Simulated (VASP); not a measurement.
# Be2H (P4/nmm) in VASP: a series of runs, part 2 of 2

VASP 6.6.1. Earlier steps stand in the parts before.

**5. Single point, PBE**

This run uses another cell than the first one, of 9.33 Å³/atom.

Input file INCAR:

```
SYSTEM = Be2H
  ALGO = Normal
  EDIFF = 1E-7
  ENCUT = 520
  GGA = PE
  ISIF = 2
  ISMEAR = 0
  LASPH = .True.
  LCHARG = .False.
  LREAL = .False.
  LWAVE = .False.
  NBANDS = 14
  NELM = 100
  PREC = Accurate
  SIGMA = 0.1
```

Input file KPOINTS:

```
k-points
0
Gamma
  10 10 10
  0 0 0
```

Input file POSCAR:

```
Be2H
1.0
    4.0114985646      0.0000000000      0.0000000000
    0.0000000000      4.0114985646      0.0000000000
    0.0000000000      0.0000000000      3.4778959750
Be H
4 2
Direct
    0.2500000000      0.7500000000      0.0000000000
    0.7500000000      0.2500000000      0.0000000000
    0.7500000000      0.7500000000      0.0000000000
    0.2500000000      0.2500000000      0.0000000000
    0.5000000000      0.0000000000      0.2530817596
    0.0000000000      0.5000000000      0.7469182404
```

Run with:

```sh
cat potpaw_PBE.64/Be/POTCAR potpaw_PBE.64/H/POTCAR > POTCAR
mpirun -np 1 vasp_std > vasp.out
```

Run time: 54 s. Hardware: 1 thread of Intel Xeon 8259CL, shared host; peak memory 0.22 GiB.

It converged, with:

* Free energy: -17.2038 eV
* Pressure: 0.0 GPa
* Largest force: 0.004 eV/Å
* Band gap on the k mesh: zero (bands 5 and 6 overlap by 4.18 eV)

Forces on the atoms (eV/Å):
```
Be   0.000  0.000  0.000
Be   0.000  0.000  0.000
Be   0.000  0.000  0.000
Be   0.000  0.000  0.000
H    0.000  0.000  0.004
H    0.000  0.000 -0.004
```

Stress tensor (GPa, compression positive):
```
 0.02  0.00  0.00
 0.00  0.02  0.00
 0.00  0.00 -0.07
```

Levels at points of the mesh, in eV from the Fermi level:
```
           k point  band 2  band 3  band 4  band 5  band 6  band 7  band 8  band 9
(0.00, 0.00, 0.00)   -7.64   -3.26   -0.50    1.01    1.01    2.53    2.53    2.65
(0.50, 0.00, 0.00)   -8.98   -2.85   -2.85    1.42    1.42    1.78    1.78    5.72
(0.50, 0.50, 0.00)   -8.33   -5.01   -5.01    2.30    2.30    4.40    4.40    6.81
(0.00, 0.00, 0.50)   -7.98   -3.83   -2.69    0.49    2.63    2.63    2.88    2.88
(0.50, 0.00, 0.50)   -8.05   -3.54   -3.54   -1.19   -1.19    2.93    2.93    5.41
(0.50, 0.50, 0.50)   -7.55   -3.87   -3.87   -1.43   -1.43    0.11    0.11    7.10
```

**6. Single point, PBE**

This run uses another cell than the first one, of 9.33 Å³/atom.

Input file INCAR:

```
PREC     = Accurate       # precision mode
ENCUT    = 520            # plane-wave cutoff, eV
EDIFF    = 1E-6           # SCF threshold, eV
ISMEAR   = 0              # smearing method
SIGMA    = 0.1            # smearing width, eV
LREAL    = F              # projectors in reciprocal space
LASPH    = T              # aspherical terms in the spheres
NELM     = 80             # most SCF steps
ALGO     = Normal         # electronic algorithm
ISIF     = 2              # what is computed and relaxed
LWAVE    = F              # write WAVECAR
LCHARG   = F              # write CHGCAR
GGA      = PE             # functional
NBANDS   = 14             # bands
```

Input file KPOINTS:

```
regular mesh
0
Gamma
  10 10 10
```

POSCAR is that of step 5.

Potentials or basis: VASP PAW PBE potentials, release 64 (Be, H).

Run with:

```sh
cat potpaw_PBE.64/Be/POTCAR potpaw_PBE.64/H/POTCAR > POTCAR
mpirun -np 1 vasp_std > vasp.out
```

OUTCAR:

```text
PREC = Accurate
   ENCUT = 520
   EDIFF = 1E-6
   ISMEAR = 0
   LREAL = F
   LASPH = T
   NELM = 80
   ISIF = 2
   GGA = PE

 ion  position               nearest neighbor table
   1  0.250  0.750  0.000-   3 2.01   4 2.01   4 2.01   3 2.01
   2  0.750  0.250  0.000-   3 2.01   4 2.01   3 2.01   4 2.01
   3  0.750  0.750  0.000-   1 2.01   2 2.01   2 2.01   1 2.01
   4  0.250  0.250  0.000-   1 2.01   2 2.01   1 2.01   2 2.01
   5  0.500  0.000  0.253-
   6  0.000  0.500  0.747-

  LATTYP: Found a simple tetragonal cell.
 ALAT       =     4.0114985646
 C/A-ratio  =     0.8669817324

  Lattice vectors:

 A1 = (   4.0114985646,   0.0000000000,   0.0000000000)
 A2 = (   0.0000000000,   4.0114985646,   0.0000000000)
 A3 = (   0.0000000000,   0.0000000000,   3.4778959750)

Analysis of symmetry for initial positions (statically):
=====================================================================
 Subroutine PRICEL returns:
 Original cell was already a primitive cell.

 Routine SETGRP: Setting up the symmetry group for a
 simple tetragonal supercell.

 Subroutine GETGRP returns: Found 16 space group operations
 (whereof  8 operations were pure point group operations)
 out of a pool of 16 trial point group operations.

The static configuration has the point symmetry D_2d.
 The point group associated with its full space group is D_4h.

Analysis of symmetry for dynamics (positions and initial velocities):
=====================================================================
 Subroutine PRICEL returns:
 Original cell was already a primitive cell.

 Routine SETGRP: Setting up the symmetry group for a
 simple tetragonal supercell.

 Subroutine GETGRP returns: Found 16 space group operations
 (whereof  8 operations were pure point group operations)
 out of a pool of 16 trial point group operations.

The dynamic configuration has the point symmetry D_2d.
 The point group associated with its full space group is D_4h.
[... 143 lines left out ...]
 NGX is ok and might be reduce to    30
   NGX = 15   NGY = 15   NGZ = 13

 number of electron      10.0000000 magnetization

 number of electron       9.9999998 magnetization

 Free energy of the ion-electron system (eV)
  ---------------------------------------------------
  ext. energy  EPLUGINS =         0.00000000
  ---------------------------------------------------
  free energy    TOTEN  =       -17.20377114 eV

  energy without entropy =      -17.20008314  energy(sigma->0) =      -17.20192714

 E-fermi :   3.0694     XC(G=0):  -8.9804

 val. band max:        3.0288704510   @ k =   0.1000   0.0000   0.5000
 cond. band min:       3.0991186255   @ k =   0.4000   0.0000   0.3000
 fundamental gap:      0.0702481745
 Fermi energy:         3.0694315051

 k-point     1 :       0.0000    0.0000    0.0000
  band No.  band energies     occupation
      1      -7.2535      2.00000
      2      -4.5711      2.00000
      3      -0.1908      2.00000
      4       2.5741      2.00000
      5       4.0789      0.00000
      6       4.0789      0.00000
      7       5.6028      0.00000
      8       5.6028      0.00000
      9       5.7185      0.00000
     10       8.4186      0.00000
     11       9.8939      0.00000
     12       9.8939      0.00000
     13      12.5033      0.00000
     14      13.7544      0.00000
[... 377 lines left out ...]
      1      -6.9353      2.00000
      2      -4.7250      2.00000
      3      -0.4918      2.00000
      4       2.2818      2.00000
      5       3.1073      0.59228
      6       4.3032      0.00000
      7       5.4808      0.00000
      8       5.5103      0.00000
      9       6.6961      0.00000
     10       9.0630      0.00000
     11       9.8982      0.00000
     12       9.9600      0.00000
     13      12.2815      0.00000
     14      14.0461      0.00000

 [... further k-points ...]

------------------------ aborting loop because EDIFF is reached ----------------------------------------

  FORCE on cell =-STRESS in cart. coord.  units (eV):
  Direction    XX          YY          ZZ          XY          YZ          ZX
  --------------------------------------------------------------------------------------
  -------------------------------------------------------------------------------------
  Total        0.0063081      0.0063081     -0.0238465      0.0000000      0.0000000      0.0000000
  in kB        0.1805831      0.1805831     -0.6826623      0.0000000      0.0000000      0.0000000
  external PRESSURE =      -0.1071654 kB  Pullay stress =       0.0000000 kB

 VOLUME and BASIS-vectors are now :
 -----------------------------------------------------------------------------
  energy-cutoff  :      520.00
  volume of cell :       55.97
      direct lattice vectors                 reciprocal lattice vectors
     4.011498565  0.000000000  0.000000000     0.249283400  0.000000000  0.000000000
     0.000000000  4.011498565  0.000000000     0.000000000  0.249283400  0.000000000
     0.000000000  0.000000000  3.477895975     0.000000000  0.000000000  0.287530164

 POSITION                                       TOTAL-FORCE (eV/Angst)
 -----------------------------------------------------------------------------------
      1.00287      3.00862      0.00000        -0.000000     -0.000000      0.000000
      3.00862      1.00287      0.00000         0.000000      0.000000      0.000000
      3.00862      3.00862      0.00000         0.000000     -0.000000      0.000000
      1.00287      1.00287      0.00000        -0.000000     -0.000000      0.000000
      2.00575      0.00000      0.88019         0.000000      0.000000      0.003862
      0.00000      2.00575      2.59770         0.000000      0.000000     -0.003862
 -----------------------------------------------------------------------------------
    total drift:                               -0.000000     -0.000000     -0.000000

  FREE ENERGIE OF THE ION-ELECTRON SYSTEM (eV)
  ---------------------------------------------------
  free  energy   TOTEN  =       -17.2037711419 eV

  energy  without entropy=      -17.2000831423  energy(sigma->0) =      -17.20192714
```

Wall time 54 s (1 thread of Intel Xeon 8259CL, shared host); peak memory 0.22 GiB.

Results:

* Free energy: -17.2038 eV
* Pressure: 0.0 GPa
* Largest force: 0.004 eV/Å
* Band gap on the k mesh: zero (bands 5 and 6 overlap by 4.18 eV)

Forces on the atoms (eV/Å):
```
Be   0.000  0.000  0.000
Be   0.000  0.000  0.000
Be   0.000  0.000  0.000
Be   0.000  0.000  0.000
H    0.000  0.000  0.004
H    0.000  0.000 -0.004
```

Levels at points of the mesh, in eV from the Fermi level:
| k point | band 2 | band 3 | band 4 | band 5 | band 6 | band 7 | band 8 | band 9 |
| --- | --- | --- | --- | --- | --- | --- | --- | --- |
| (0.00, 0.00, 0.00) | -7.64 | -3.26 | -0.50 | 1.01 | 1.01 | 2.53 | 2.53 | 2.65 |
| (0.50, 0.00, 0.00) | -8.98 | -2.85 | -2.85 | 1.42 | 1.42 | 1.78 | 1.78 | 5.72 |
| (0.50, 0.50, 0.00) | -8.33 | -5.01 | -5.01 | 2.30 | 2.30 | 4.40 | 4.40 | 6.81 |
| (0.00, 0.00, 0.50) | -7.98 | -3.83 | -2.69 | 0.49 | 2.63 | 2.63 | 2.88 | 2.88 |
| (0.50, 0.00, 0.50) | -8.05 | -3.54 | -3.54 | -1.19 | -1.19 | 2.93 | 2.93 | 5.41 |
| (0.50, 0.50, 0.50) | -7.55 | -3.87 | -3.87 | -1.43 | -1.43 | 0.11 | 0.11 | 7.10 |

**7. Relaxation of cell and atoms, PBE**

This run uses another cell than the first one, of 9.74 Å³/atom.

Input file INCAR:

```
SYSTEM = Be2H
  PREC = Accurate
  ENCUT = 600
  EDIFF = 1E-6
  ISMEAR = 0
  SIGMA = 0.1
  LREAL = .False.
  LASPH = .True.
  NELM = 100
  ALGO = Normal
  ISIF = 3
  LWAVE = .False.
  LCHARG = .False.
  GGA = PE
  IBRION = 2
  NSW = 100
  EDIFFG = -0.01
```

Input file KPOINTS:

```
Automatic mesh
0
Gamma
  10 10 10
  0 0 0
```

Input file POSCAR:

```
Be2H
1.0
    4.0086162748      0.0000000000      0.0000000000
    0.0000000000      4.0086162748      0.0000000000
    0.0000000000      0.0000000000      3.6351890604
Be H
4 2
Direct
    0.2500000000      0.7500000000      0.0000000000
    0.7500000000      0.2500000000      0.0000000000
    0.7500000000      0.7500000000      0.0000000000
    0.2500000000      0.2500000000      0.0000000000
    0.5000000000      0.0000000000      0.2335224488
    0.0000000000      0.5000000000      0.7664775512
```

Run with:

```sh
cat potpaw_PBE.64/Be/POTCAR potpaw_PBE.64/H/POTCAR > POTCAR
mpirun -np 1 vasp_std > vasp.out
```

Wall time 88 s (1 thread of Intel Xeon 8259CL, shared host); peak memory 0.23 GiB.

Results (log left out):

- Free energy: -17.2010 eV
- Relaxed volume: 9.74 Å³/atom
- Relaxed cell: a = 4.002 Å, b = 4.002 Å, c = 3.650 Å, α = 90.00°, β = 90.00°, γ = 90.00°
- Space group after relaxing (to 0.1 Å): P4/nmm (No. 129)
- Energy gained by relaxing: 0.3 meV/atom
- Ionic steps: 5
- Pressure after relaxing: 0.0 GPa
- Largest force after relaxing: 0.005 eV/Å
- Band gap on the k mesh: zero (bands 5 and 6 overlap by 3.56 eV)

Forces on the atoms (eV/Å):
```
Be   0.000  0.000  0.000
Be   0.000  0.000  0.000
Be   0.000  0.000  0.000
Be   0.000  0.000  0.000
H    0.000  0.000  0.005
H    0.000  0.000 -0.005
```

Stress tensor (GPa, compression positive):
```
 0.01  0.00  0.00
 0.00  0.01  0.00
 0.00  0.00 -0.12
```

The path:
```
step  energy change (eV)  largest force (eV/Å)  pressure (GPa)  volume (Å³)
   1              0.0000                0.0688            0.01        58.41
   2             -0.0005                0.0589            0.01        58.42
   3             -0.0015                0.0289           -0.01        58.44
   4             -0.0012                0.0319           -0.06        58.48
   5             -0.0017                0.0053           -0.04        58.46
```

Final structure:
```yaml
crystal:
  lattice:
    - [4.00192, 0.00000, 0.00000]
    - [0.00000, 4.00192, 0.00000]
    - [0.00000, 0.00000, 3.64999]
  atoms:
    - { symbol: Be, position: [0.25000, 0.75000, 0.00000] }
    - { symbol: Be, position: [0.75000, 0.25000, 0.00000] }
    - { symbol: Be, position: [0.75000, 0.75000, 0.00000] }
    - { symbol: Be, position: [0.25000, 0.25000, 0.00000] }
    - { symbol: H, position: [0.50000, 0.00000, 0.23934] }
    - { symbol: H, position: [0.00000, 0.50000, 0.76066] }
```

Levels at points of the mesh, in eV from the Fermi level:
```csv
k point,band 1,band 2,band 3,band 4,band 5,band 6,band 7,band 8,band 9
"(0.00, 0.00, 0.00)",-10.07,-7.53,-3.07,-0.83,1.37,1.37,2.61,2.73,2.73
"(0.50, 0.00, 0.00)",-8.76,-8.76,-2.70,-2.70,1.11,1.11,2.08,2.08,5.61
"(0.50, 0.50, 0.00)",-8.12,-8.12,-4.75,-4.75,1.97,1.97,4.06,4.06,7.00
"(0.00, 0.00, 0.50)",-9.00,-7.84,-3.62,-2.65,0.88,2.82,2.82,2.83,2.83
"(0.50, 0.00, 0.50)",-8.07,-8.07,-3.29,-3.29,-1.08,-1.08,2.95,2.95,5.83
"(0.50, 0.50, 0.50)",-7.56,-7.56,-3.89,-3.89,-1.05,-1.05,0.49,0.49,7.20
```

**8. The runs side by side**

```tsv
task	cell	k mesh	cutoff (eV)	gap on the mesh (eV)	pressure (GPa)	relaxed volume (Å³/atom)	largest force (eV/Å)
single point	a = 3.840, b = 3.840, c = 3.097 Å, 6 atoms, atomic positions A	4 × 4 × 6	520	none	9.9	-	0.39
single point	a = 4.009, b = 4.009, c = 3.635 Å, 6 atoms, atomic positions B	4 × 4 × 6	520	none	0.0	-	-
relaxation of cell and atoms	relaxed from a = 3.840, b = 3.840, c = 3.097 Å, 6 atoms, atomic positions A	4 × 4 × 6	600	none	0.0	8.70	0.01
single point	a = 4.011, b = 4.011, c = 3.478 Å, 6 atoms, atomic positions C	10 × 10 × 10	520	none	0.0	-	-
relaxation of cell and atoms	relaxed from a = 4.009, b = 4.009, c = 3.635 Å, 6 atoms, atomic positions B	10 × 10 × 10	600	none	0.0	9.74	0.01
```

Alike in all rows: level PBE; potentials or basis VASP PAW PBE potentials, release 64 (Be, H); no spin polarisation; smearing gaussian 0.1 eV.

Caveats: some runs use coarse meshes.

Absolute energies hang on the potentials; compare differences alone.

The gap in the log of VASP goes by the Fermi energy; the results here count the filled bands.